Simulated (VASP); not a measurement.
A run of VASP 6.6.1 is set up as follows.

File INCAR:

```
SYSTEM = Nb
ALGO = Fast
EDIFF = 1E-7
ENCUT = 520
GGA = PS
ISIF = 2
ISMEAR = 0
LASPH = .TRUE.
LCHARG = .FALSE.
LREAL = .FALSE.
LWAVE = .FALSE.
NBANDS = 12
NELM = 60
PREC = Accurate
SIGMA = 0.15
```

File KPOINTS:

```
k-points
0
G
  20 20 20
  0 0 0
```

File POSCAR:

```
Nb
1.0
   -1.7138685000      1.7138685000      1.6389907500
    1.7138685000     -1.7138685000      1.6389907500
    1.7138685000      1.7138685000     -1.6389907500
Nb
1
Direct
    0.0000000000      0.0000000000      0.0000000000
```

Potentials or basis: VASP PAW PBE potentials, release 64 (Nb_sv).

Launch:

```sh
$ cat potpaw_PBE.64/Nb_sv/POTCAR > POTCAR
$ mpirun -np 1 vasp_std > vasp.out
```

Problem. Estimate the pressure.

Solution. -14.6 GPa.

Stress tensor (GPa, compression positive):
```
-15.79   0.00   0.00
  0.00 -15.79   0.00
  0.00   0.00 -12.25
```

Caveat: the cell differs from its parent crystal (strain +0.030 along x and y, -0.015 along z); the PAW data sets were made with another functional, which shifts forces and pressure a little.
